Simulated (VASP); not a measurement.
Set up this calculation in VASP 6.6.1, as the native input.

* Task: single point
* Functional: PBEsol
* Potentials or basis: VASP PAW PBE potentials, release 64 (Zn, O)
* Cutoff: 520 eV
* k mesh: 9 × 9 × 6
* Occupations: gaussian, width 0.05 eV
* Spin: no spin polarisation
* Dipole correction: no
* Further INCAR settings: ALGO = Normal; EDIFF = 1e-06; NBANDS = 26

The structure of ZnO lies in POSCAR:

```
ZnO
1.0
    3.2905078253      0.0000000000      0.0000000000
   -1.6452539126      2.8496633681      0.0000000000
    0.0000000000      0.0000000000      5.0282250078
Zn O
2 2
Direct
    0.3333333333      0.6666666667      0.0015754469
    0.6666666667      0.3333333333      0.5015754469
    0.3333333333      0.6666666667      0.3956145713
    0.6666666667      0.3333333333      0.8956145713
```

This cell differs from its parent crystal: c/a of the conventional cell at fixed volume 1.5281.

The input as run:

INCAR

```
PREC     = Accurate       # precision mode
ENCUT    = 520            # plane-wave cutoff, eV
EDIFF    = 1E-6           # SCF threshold, eV
ISMEAR   = 0              # smearing method
SIGMA    = 0.05           # smearing width, eV
LREAL    = False          # projectors in reciprocal space
LASPH    = True           # aspherical terms in the spheres
NELM     = 100            # most SCF steps
ALGO     = Normal         # electronic algorithm
ISIF     = 2              # what is computed and relaxed
LWAVE    = False          # write WAVECAR
LCHARG   = False          # write CHGCAR
GGA      = PS             # functional
NBANDS   = 26             # bands
```

KPOINTS

```
regular mesh
0
Gamma
  9 9 6
```

Potentials or basis: VASP PAW PBE potentials, release 64 (Zn, O).

Command:

```bash
$ cat potpaw_PBE.64/Zn/POTCAR potpaw_PBE.64/O/POTCAR > POTCAR
$ mpirun -np 1 vasp_std > vasp.out
```

It gave:

```
Pressure               : 0.4 GPa
Largest force          : 0.012 eV/Å
Band gap on the k mesh : 0.74 eV, direct
```

Caveat: the PAW data sets were made with another functional, which shifts forces and pressure a little.

It took 49 s on 1 thread of AMD EPYC 7R43 64-Core Processor (Zen 3), with other jobs on the host, peak memory 0.15 GiB.
